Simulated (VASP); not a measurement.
# SnTe3 (Fm-3m) in VASP: notebook

The runs below take SnTe3 through single point, with PBE.

All numbers are computed with VASP 6.6.1; they aren't measurements. Logs are shortened: lines on timing, memory, paths and dates and some standing lists are left out, and cuts for length are marked.

## (1) The cell of the first run

Symmetry: Fm-3m, No. 225, cubic system. Conventional cell: a = 7.671 Å, b = 7.671 Å, c = 7.671 Å, α = 90.00°, β = 90.00°, γ = 90.00°. Te (site symmetry m-3m) has 8 Te at 3.32 Å and 6 Sn at 3.84 Å within 4.4 Å. Te (site symmetry -43m) has 10 Te at 3.32 to 3.84 Å and 4 Sn at 3.32 Å within 4.4 Å. Sn (site symmetry m-3m) has 14 Te at 3.32 to 3.84 Å within 4.4 Å.

## (2) Single point, PBE

Input file INCAR:

```
PREC = Accurate ; ENCUT = 520
EDIFF = 1E-6 ; ISMEAR = -1
SIGMA = 0.05 ; LREAL = F
LASPH = T ; NELM = 60
ALGO = Normal ; ISIF = 2
LWAVE = F ; LCHARG = F
GGA = PE ; NBANDS = 24
```

Input file KPOINTS:

```
regular mesh
0
Gamma
  6 6 6
```

Input file POSCAR:

```
SnTe3
1.0
    0.0000000000      3.8353039977      3.8353039977
    3.8353039977      0.0000000000      3.8353039977
    3.8353039977      3.8353039977      0.0000000000
Te Sn
3 1
Direct
    0.5000000000      0.5000000000      0.5000000000
    0.7500000000      0.7500000000      0.7500000000
    0.2500000000      0.2500000000      0.2500000000
    0.0000000000      0.0000000000      0.0000000000
```

Potentials or basis: VASP PAW PBE potentials, release 64 (Te, Sn_d).

Run with:

```sh
$ cat potpaw_PBE.64/Te/POTCAR potpaw_PBE.64/Sn_d/POTCAR > POTCAR
$ mpirun -np 1 vasp_std > vasp.out
```

OUTCAR:

```text
PREC = Accurate
   ENCUT = 520
   EDIFF = 1E-6
   ISMEAR = -1
   LREAL = F
   LASPH = T
   NELM = 60
   ISIF = 2
   GGA = PE

 ion  position               nearest neighbor table
   1  0.500  0.500  0.500-   3 3.32   3 3.32   3 3.32   2 3.32   2 3.32   2 3.32   3 3.32   2 3.32

   2  0.750  0.750  0.750-   1 3.32   1 3.32   1 3.32   4 3.32   4 3.32   4 3.32   4 3.32   1 3.32

   3  0.250  0.250  0.250-   4 3.32   4 3.32   4 3.32   1 3.32   1 3.32   1 3.32   4 3.32   1 3.32

   4  0.000  0.000  0.000-   2 3.32   2 3.32   2 3.32   3 3.32   3 3.32   3 3.32   3 3.32   2 3.32

  LATTYP: Found a face centered cubic cell.
 ALAT       =     7.6706079954

  Lattice vectors:

 A1 = (   0.0000000000,   3.8353039977,   3.8353039977)
 A2 = (   3.8353039977,   0.0000000000,   3.8353039977)
 A3 = (   3.8353039977,   3.8353039977,   0.0000000000)

Analysis of symmetry for initial positions (statically):
=====================================================================
 Subroutine PRICEL returns:
 Original cell was already a primitive cell.

 Routine SETGRP: Setting up the symmetry group for a
 face centered cubic supercell.

 Subroutine GETGRP returns: Found 48 space group operations
 (whereof 48 operations were pure point group operations)
 out of a pool of 48 trial point group operations.

The static configuration has the point symmetry O_h .

Analysis of symmetry for dynamics (positions and initial velocities):
=====================================================================
 Subroutine PRICEL returns:
 Original cell was already a primitive cell.

 Routine SETGRP: Setting up the symmetry group for a
 face centered cubic supercell.

 Subroutine GETGRP returns: Found 48 space group operations
 (whereof 48 operations were pure point group operations)
 out of a pool of 48 trial point group operations.

The dynamic configuration has the point symmetry O_h .

 Subroutine INISYM returns: Found 48 space group operations
 (whereof 48 operations are pure point group operations),
 and found     1 'primitive' translations

----------------------------------------------------------------------------------------

                                     Primitive cell

  volume of cell :     112.8312

  direct lattice vectors                    reciprocal lattice vectors
     0.000000000  3.835303998  3.835303998    -0.130367762  0.130367762  0.130367762
     3.835303998  0.000000000  3.835303998     0.130367762 -0.130367762  0.130367762
     3.835303998  3.835303998  0.000000000     0.130367762  0.130367762 -0.130367762

  length of vectors
     5.423938929  5.423938929  5.423938929     0.225803588  0.225803588  0.225803588

  position of ions in fractional coordinates (direct lattice)
     0.500000000  0.500000000  0.500000000
     0.750000000  0.750000000  0.750000000
     0.250000000  0.250000000  0.250000000
     0.000000000  0.000000000  0.000000000

  ion indices of the primitive-cell ions
   primitive index   ion index
                 1           1
                 2           2
                 3           3
                 4           4

----------------------------------------------------------------------------------------

 KPOINTS: regular mesh

Automatic generation of k-mesh.
 Grid dimensions read from file:
 generate k-points for:    6    6    6

 Generating k-lattice:

  Cartesian coordinates                     Fractional coordinates (reciprocal lattice)
    -0.021727960  0.021727960  0.021727960     0.166666667  0.000000000  0.000000000
     0.021727960 -0.021727960  0.021727960     0.000000000  0.166666667  0.000000000
     0.021727960  0.021727960 -0.021727960     0.000000000  0.000000000  0.166666667

  Length of vectors
     0.037633931  0.037633931  0.037633931

  Shift w.r.t. Gamma in fractional coordinates (k-lattice)
     0.000000000  0.000000000  0.000000000

 Subroutine IBZKPT returns following result:
 ===========================================

 Found     16 irreducible k-points:

 Following reciprocal coordinates:
            Coordinates               Weight
  0.000000  0.000000  0.000000      1.000000
  0.166667  0.000000  0.000000      8.000000
  0.333333  0.000000  0.000000      8.000000
  0.500000  0.000000  0.000000      4.000000
  0.166667  0.166667  0.000000      6.000000
  0.333333  0.166667  0.000000     24.000000
[... 8 lines left out ...]
 -0.333333  0.333333  0.166667     24.000000
 -0.333333  0.500000  0.166667     12.000000
   k-points           NKPTS =     16   k-points in BZ     NKDIM =     16   number of bands    NBANDS=     24
   number of dos      NEDOS =    301   number of ions     NIONS =      4
   total plane-waves  NPLWV =  64000
   dimension x,y,z NGX =    40 NGY =   40 NGZ =   40
   dimension x,y,z NGXF=    80 NGYF=   80 NGZF=   80
   ions per type =               3   1
   NGX,Y,Z   is equivalent  to a cutoff of  12.26, 12.26, 12.26 a.u.
   NGXF,Y,Z  is equivalent  to a cutoff of  24.52, 24.52, 24.52 a.u.
 SYSTEM =  unknown system
   PREC   = accura    normal or accurate (medium, high low for compatibility)
   ISTART =      0    job   : 0-new  1-cont  2-samecut
   ICHARG =      2    charge: 1-file 2-atom 10-const
   ISPIN  =      1    spin polarized calculation?
   LNONCOLLINEAR =      F non collinear calculations
   LSORBIT =      F    spin-orbit coupling
   LASPH  =      T    aspherical Exc in radial PAW
   ENCUT  =  520.0 eV  38.22 Ry    6.18 a.u.  10.08 10.08 10.08*2*pi/ulx,y,z
   NELM   =     60;   NELMIN=  2; NELMDL= -5     # of ELM steps
   EDIFF  = 0.1E-05   stopping-criterion for ELM
   LREAL  =      F    real-space projection
   EDIFFG = 0.1E-04   stopping-criterion for IOM
   NSW    =      0    number of steps for IOM
   IBRION =     -1    ionic relax: 0-MD 1-quasi-New 2-CG
   NFREE  =      0    steps in history (QN), initial steepest desc. (CG)
   ISIF   =      2    stress and relaxation
   ISYM   =      2    0-nonsym 1-usesym 2-fastsym
   POTIM  = 0.5000    time-step for ionic-motion
   TEBEG  =    0.0;   TEEND  =   0.0 temperature during run
   PSTRESS=    0.0 pullay stress
   NELECT =      32.0000    total number of electrons
   NUPDOWN=      -1.0000    fix difference up-down
   EMIN   =  10.00;   EMAX   =-10.00  energy-range for DOS
   EFERMI =   0.00;   METHOD = LEGACY
   ISMEAR =    -1;   SIGMA  =   0.05  broadening in eV -4-tet -1-fermi 0-gaus
   EFERMI_NEDOS =   21; number of points for ismear=-14 and -15
   IALGO  =     38    algorithm
   IMIX   =      4    mixing-type and parameters
     AMIX     =   0.40;   BMIX     =  1.00
     AMIX_MAG =   1.60;   BMIX_MAG =  1.00
  volume/ion in A,a.u.               =      28.21       190.36
  Fermi-wavevector in a.u.,A,eV,Ry     =   1.075594  2.032578 15.740613  1.156902
  Thomas-Fermi vector in A             =   2.211455
   LORBIT       =      0    0 simple, 1 ext, 2 COOP (PROOUT), +10 PAW based schemes
   GGA     = PE    functional components
   LHFCALC =     F    Hartree Fock is set to
   AEXX    =    0.0000 exact exchange contribution
   IVDW    =     0    specifies the selected vdW correction
   LEPSILON=     F    determine dielectric tensor
   LRPA    =     F    only Hartree local field effects (RPA)
 non-spin polarized calculation
  energy-cutoff  :      520.00
  volume of cell :      112.83
 maximum number of plane-waves:      3071
   NGX = 21   NGY = 21   NGZ = 21

 number of electron      31.9999991 magnetization

 Free energy of the ion-electron system (eV)
  ---------------------------------------------------
  ext. energy  EPLUGINS =         0.00000000
  ---------------------------------------------------
  free energy    TOTEN  =       -12.61752004 eV

  energy without entropy =      -12.58169180  energy(sigma->0) =      -12.59960592

 E-fermi :   7.9865     XC(G=0): -10.1244

 val. band max:        7.9293352701   @ k =   0.5000   0.3333   0.0000
 cond. band min:       8.0048656208   @ k =   0.3333   0.0000   0.0000
 fundamental gap:      0.0755303507
 Fermi energy:         7.9864797742

 k-point     1 :       0.0000    0.0000    0.0000
  band No.  band energies     occupation
      1     -13.6354      2.00000
      2     -13.6354      2.00000
      3     -13.6354      2.00000
      4     -13.6312      2.00000
      5     -13.6312      2.00000
      6      -5.6295      2.00000
[... 16 lines left out ...]
     23      12.1896      0.00000
     24      18.2182      0.00000

 k-point     2 :       0.1667    0.0000    0.0000
  band No.  band energies     occupation
      1     -13.6357      2.00000
      2     -13.6352      2.00000
      3     -13.6352      2.00000
      4     -13.6312      2.00000
      5     -13.6312      2.00000
      6      -5.4515      2.00000
[... 16 lines left out ...]
     23      12.0248      0.00000
     24      17.3131      0.00000

 k-point     3 :       0.3333    0.0000    0.0000
  band No.  band energies     occupation
      1     -13.6363      2.00000
      2     -13.6348      2.00000
      3     -13.6348      2.00000
      4     -13.6312      2.00000
      5     -13.6312      2.00000
      6      -4.9473      2.00000
[... 16 lines left out ...]
     23      13.5051      0.00000
     24      16.0890      0.00000

 k-point     4 :       0.5000    0.0000    0.0000
  band No.  band energies     occupation
      1     -13.6366      2.00000
      2     -13.6346      2.00000
      3     -13.6346      2.00000
      4     -13.6312      2.00000
      5     -13.6312      2.00000
      6      -4.4364      2.00000
[... 16 lines left out ...]
     23      15.6890      0.00000
     24      15.6891      0.00000

 k-point     5 :       0.1667    0.1667    0.0000
  band No.  band energies     occupation
      1     -13.6361      2.00000
      2     -13.6350      2.00000
      3     -13.6350      2.00000
      4     -13.6314      2.00000
      5     -13.6311      2.00000
      6      -5.3918      2.00000
[... 235 lines left out ...]
 k-point    14 :       0.5000    0.3333    0.1667
  band No.  band energies     occupation
      1     -13.6366      2.00000
      2     -13.6349      2.00000
      3     -13.6341      2.00000
      4     -13.6317      2.00000
      5     -13.6310      2.00000
      6      -4.5129      2.00000
[... 16 lines left out ...]
     23      14.9345      0.00000
     24      15.3971      0.00000

 k-point    15 :      -0.3333    0.3333    0.1667
  band No.  band energies     occupation
      1     -13.6360      2.00000
      2     -13.6355      2.00000
      3     -13.6339      2.00000
      4     -13.6317      2.00000
      5     -13.6311      2.00000
      6      -4.0109      2.00000
[... 16 lines left out ...]
     23      14.7152      0.00000
     24      15.0910      0.00000

 k-point    16 :      -0.3333    0.5000    0.1667
  band No.  band energies     occupation
      1     -13.6369      2.00000
      2     -13.6347      2.00000
      3     -13.6336      2.00000
      4     -13.6319      2.00000
      5     -13.6310      2.00000
      6      -3.6551      2.00000
[... 16 lines left out ...]
     23      14.4747      0.00000
     24      14.6193      0.00000

------------------------ aborting loop because EDIFF is reached ----------------------------------------

  FORCE on cell =-STRESS in cart. coord.  units (eV):
  Direction    XX          YY          ZZ          XY          YZ          ZX
  --------------------------------------------------------------------------------------
  -------------------------------------------------------------------------------------
  Total        0.7810134      0.7810134      0.7810134      0.0000000      0.0000000      0.0000000
  in kB       11.0902080     11.0902080     11.0902080      0.0000000      0.0000000      0.0000000
  external PRESSURE =      11.0902080 kB  Pullay stress =       0.0000000 kB

 VOLUME and BASIS-vectors are now :
 -----------------------------------------------------------------------------
  energy-cutoff  :      520.00
  volume of cell :      112.83
      direct lattice vectors                 reciprocal lattice vectors
     0.000000000  3.835303998  3.835303998    -0.130367762  0.130367762  0.130367762
     3.835303998  0.000000000  3.835303998     0.130367762 -0.130367762  0.130367762
     3.835303998  3.835303998  0.000000000     0.130367762  0.130367762 -0.130367762

 POSITION                                       TOTAL-FORCE (eV/Angst)
 -----------------------------------------------------------------------------------
      3.83530      3.83530      3.83530        -0.000000      0.000000      0.000000
      5.75296      5.75296      5.75296         0.000000     -0.000000      0.000000
      1.91765      1.91765      1.91765        -0.000000     -0.000000     -0.000000
      0.00000      0.00000      0.00000        -0.000000      0.000000      0.000000
 -----------------------------------------------------------------------------------
    total drift:                               -0.000000      0.000000      0.000000

  FREE ENERGIE OF THE ION-ELECTRON SYSTEM (eV)
  ---------------------------------------------------
  free  energy   TOTEN  =       -12.6175200447 eV

  energy  without entropy=      -12.5816917953  energy(sigma->0) =      -12.59960592
```

Wall time 22 s (1 thread of Intel Xeon 6975P-C (Granite Rapids), shared host); peak memory 0.24 GiB.

What came out:

```
Free energy            : -12.6175 eV
Pressure               : 1.1 GPa
Band gap on the k mesh : zero (band 16 reaches 8.38 eV, above the bottom of band 17 at 6.10 eV)
```

Levels at points of the mesh, in eV from the Fermi level:
```csv
k point,band 12,band 13,band 14,band 15,band 16,band 17,band 18,band 19,band 20,band 21
"(0.00, 0.00, 0.00)",-3.39,-3.38,-3.38,-3.38,-1.89,-1.89,-1.89,3.02,3.02,4.20
"(0.50, 0.00, 0.00)",-3.51,-3.51,-2.02,-1.94,0.39,0.39,1.34,1.81,1.81,3.43
"(0.50, 0.50, 0.00)",-1.54,-0.91,-0.59,-0.59,0.05,0.18,0.18,2.16,3.34,3.34
```

Caveat: spin-orbit coupling is left out, which moves the levels of the heavy elements.

## (3) Single point, PBE

This run uses another cell than the first one, of 28.78 Å³/atom, 1.020 times its volume.

Input file INCAR:

```
PREC = Accurate
ENCUT = 520
EDIFF = 1E-6
ISMEAR = -1
SIGMA = 0.05
LREAL = F
LASPH = T
NELM = 60
ALGO = Normal
ISIF = 2
LWAVE = F
LCHARG = T
GGA = PE
LELF = T
LVHAR = T
NBANDS = 24
```

KPOINTS is that of step 2.

Input file POSCAR:

```
SnTe3
1.0
    0.0000000000      3.8612190000      3.8612190000
    3.8612190000      0.0000000000      3.8612190000
    3.8612190000      3.8612190000      0.0000000000
Te Sn
3 1
Direct
    0.5000000000      0.5000000000      0.5000000000
    0.7500000000      0.7500000000      0.7500000000
    0.2500000000      0.2500000000      0.2500000000
    0.0000000000      0.0000000000      0.0000000000
```

Potentials or basis: VASP PAW PBE potentials, release 64 (Te, Sn_d).

Run with:

```sh
$ cat potpaw_PBE.64/Te/POTCAR potpaw_PBE.64/Sn_d/POTCAR > POTCAR
$ mpirun -np 1 vasp_std > vasp.out
```

Wall time 26 s (1 thread of Intel Xeon 6975P-C (Granite Rapids), shared host); peak memory 0.26 GiB.

Results (log left out):

| Item | Value |
| --- | --- |
| Free energy | -12.6262 eV |
| Pressure | 0.1 GPa |
| Band gap on the k mesh | zero (band 16 reaches 8.10 eV, above the bottom of band 17 at 5.89 eV) |

Levels at points of the mesh, in eV from the Fermi level:
| k point | band 13 | band 14 | band 15 | band 16 | band 17 | band 18 | band 19 | band 20 |
| --- | --- | --- | --- | --- | --- | --- | --- | --- |
| (0.00, 0.00, 0.00) | -3.29 | -3.29 | -3.29 | -1.82 | -1.82 | -1.82 | 3.10 | 3.10 |
| (0.50, 0.00, 0.00) | -3.41 | -2.02 | -1.92 | 0.39 | 0.39 | 1.28 | 1.82 | 1.82 |
| (0.50, 0.50, 0.00) | -0.94 | -0.57 | -0.57 | 0.05 | 0.18 | 0.18 | 2.12 | 3.30 |

Caveat: spin-orbit coupling is left out, which moves the levels of the heavy elements.

## (4) Single point, PBE

This run uses another cell than the first one, of 28.78 Å³/atom, 1.020 times its volume.

Input file INCAR:

```
SYSTEM = SnTe3
PREC = Accurate
ENCUT = 520
EDIFF = 1E-6
ISMEAR = -1
SIGMA = 0.05
LREAL = .FALSE.
LASPH = .TRUE.
NELM = 100
ALGO = Normal
ISIF = 2
LWAVE = .FALSE.
LCHARG = .TRUE.
GGA = PE
LELF = .TRUE.
LVHAR = .TRUE.
NBANDS = 24
```

Input file KPOINTS:

```
Automatic mesh
0
G
  6 6 6
  0 0 0
```

POSCAR is that of step 3.

Run with:

```sh
$ cat potpaw_PBE.64/Te/POTCAR potpaw_PBE.64/Sn_d/POTCAR > POTCAR
$ mpirun -np 1 vasp_std > vasp.out
```

Wall time 24 s (1 thread of Intel Xeon 6975P-C (Granite Rapids), shared host); peak memory 0.26 GiB.

The run converged. Its results:

- Free energy: -12.6262 eV
- Pressure: 0.1 GPa
- Band gap on the k mesh: zero (band 16 reaches 8.10 eV, above the bottom of band 17 at 5.89 eV)

Levels at points of the mesh, in eV from the Fermi level:
```tsv
k point	band 12	band 13	band 14	band 15	band 16	band 17	band 18	band 19	band 20	band 21
(0.00, 0.00, 0.00)	-3.29	-3.29	-3.29	-3.29	-1.82	-1.82	-1.82	3.10	3.10	4.09
(0.50, 0.00, 0.00)	-3.41	-3.41	-2.02	-1.92	0.39	0.39	1.28	1.82	1.82	3.35
(0.50, 0.50, 0.00)	-1.54	-0.94	-0.57	-0.57	0.05	0.18	0.18	2.12	3.30	3.30
```

Caveat: spin-orbit coupling is left out, which moves the levels of the heavy elements.
